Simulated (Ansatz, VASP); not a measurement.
# One calculation of Te6O, two programs

Contents of INCAR:

```
SYSTEM = Te6O
  PREC = Accurate
  ENCUT = 520
  EDIFF = 1E-7
  ISMEAR = 0
  SIGMA = 0.1
  LREAL = .FALSE.
  LASPH = .TRUE.
  NELM = 100
  ALGO = Normal
  ISIF = 2
  LWAVE = .FALSE.
  LCHARG = .FALSE.
  GGA = PE
  NBANDS = 30
```

The input KPOINTS:

```
Automatic mesh
0
G
  4 4 4
  0 0 0
```

Contents of POSCAR:

```
Te6O
1.0
    7.0694791500      0.0000000000      0.0000000000
    0.0000000000      7.0694791500      0.0000000000
    0.0000000000      0.0000000000      7.0694791500
Te O
6 1
Direct
    0.3778137000      0.0000000000      0.0000000000
    0.6221863000      0.0000000000      0.0000000000
    0.0000000000      0.3778137000      0.0000000000
    0.0000000000      0.6221863000      0.0000000000
    0.0000000000      0.0000000000      0.3778137000
    0.0000000000      0.0000000000      0.6221863000
    0.5000000000      0.5000000000      0.5000000000
```

Input for Ansatz:

```yaml
crystal:
  lattice:
    - [7.06947915, 0.0, 0.0]
    - [0.0, 7.06947915, 0.0]
    - [0.0, 0.0, 7.06947915]
  atoms:
    - { symbol: Te, position: [0.3778137, 0.0, 0.0] }
    - { symbol: Te, position: [0.6221863, 0.0, 0.0] }
    - { symbol: Te, position: [0.0, 0.3778137, 0.0] }
    - { symbol: Te, position: [0.0, 0.6221863, 0.0] }
    - { symbol: Te, position: [0.0, 0.0, 0.3778137] }
    - { symbol: Te, position: [0.0, 0.0, 0.6221863] }
    - { symbol: O, position: [0.5, 0.5, 0.5] }
basis:
  ecutwfc: 420
kpoints:
  mp_grid: { grid: [4, 4, 4] }
hamiltonian:
  xc: pbe
scf:
  occupations: { method: gaussian, width: 0.1 }
  lower_state_search: "off"
output:
  forces: true
  stress: true
  eigenvalues: true
```

Alike in both runs: task single point; functional PBE; k mesh 4 × 4 × 4; occupations gaussian, width 0.1 eV; no spin polarisation.

|  | VASP | Ansatz |
| --- | --- | --- |
| version | VASP 6.6.1 | Ansatz 0.2.0 |
| potentials or method | VASP PAW PBE potentials, release 64 (Te, O), cutoff 520 eV | scalar-relativistic, plane waves, PAW |
| valence electrons in the cell | 42 | 102 |

Ansatz gave:

```
gap on the k mesh at the Fermi level (eV) : none
rms of the force components (eV/Å)        : 38.382
```

Question: Which values does VASP return?

Answer: gap on the k mesh at the Fermi level (eV): none; rms of the force components (eV/Å): 42.096.

Atom by atom the forces differ by 3.714 eV/Å (rms over components). A gap of «none» marks a metal or a gap that the smearing closes. VASP's potentials hold 42 valence electrons a cell and Ansatz's 102, so a difference there can come from the potentials and not from the codes.

Spin-orbit coupling is off throughout.
